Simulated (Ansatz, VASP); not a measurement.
SnTe in VASP and in Ansatz

```
Sn Te
1.0
     0.00000    3.15650    3.15650
     3.15650    0.00000    3.15650
     3.15650    3.15650    0.00000
Sn Te
1 1
Cartesian
  0.0000 0.0000 0.0000
  3.1565 3.1565 3.1565
```

Alike in both runs: task single point; functional PBE; k mesh 11 × 11 × 11; occupations tetrahedron; no spin polarisation.

```csv
,VASP,Ansatz
version,VASP 6.6.1,Ansatz 0.2.0
potentials or method,"VASP PAW PBE potentials, release 64 (Sn_d, Te), cutoff 520 eV","all-electron LAPW, scalar-relativistic"
```

```csv
,VASP,Ansatz,Ansatz less VASP
pressure (GPa),2.0,2.0,+0.07
```

Ansatz ran all-electron here, and VASP with PAW potentials. Ansatz's warnings: band table not solved further, tetrahedron derivatives may miss energy slope.

Spin-orbit coupling is off throughout.
